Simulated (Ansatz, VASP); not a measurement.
## Two plane-wave programs on Rh

```xyz
1
Lattice="-1.5144 1.5144 1.5144 1.5144 -1.5144 1.5144 1.5144 1.5144 -1.5144" Properties=species:S:1:pos:R:3 pbc="T T T"
Rh    0.0000    0.0000    0.0000
```

Alike in both runs: functional PBEsol; k mesh 8 × 8 × 8; occupations gaussian, width 0.1 eV; no spin polarisation.

Ansatz relaxed the structure, and its values are those at the end. VASP's run is a single point on that final structure, the one shown.

|  | VASP | Ansatz |
| --- | --- | --- |
| version | VASP 6.6.1 | Ansatz 0.2.0 |
| potentials or method | VASP PAW PBE potentials, release 64 (Rh_pv), cutoff 500 eV | scalar-relativistic, plane waves, PAW |
| valence electrons in the cell | 15 | 17 |

|  | VASP | Ansatz | Ansatz less VASP |
| --- | --- | --- | --- |
| gap on the k mesh at the Fermi level (eV) | none | none | - |
| pressure (GPa) | 0.0 | 0.0 | -0.01 |

VASP's potentials were made for PBE, not for PBEsol. A gap of «none» marks a metal or a gap that the smearing closes. The functional is the same, so the differences come from potentials, cutoffs and numerics. VASP's potentials hold 15 valence electrons a cell and Ansatz's 17, so a difference there can come from the potentials and not from the codes.

The k mesh is coarse, so the values compare programs but aren't converged.
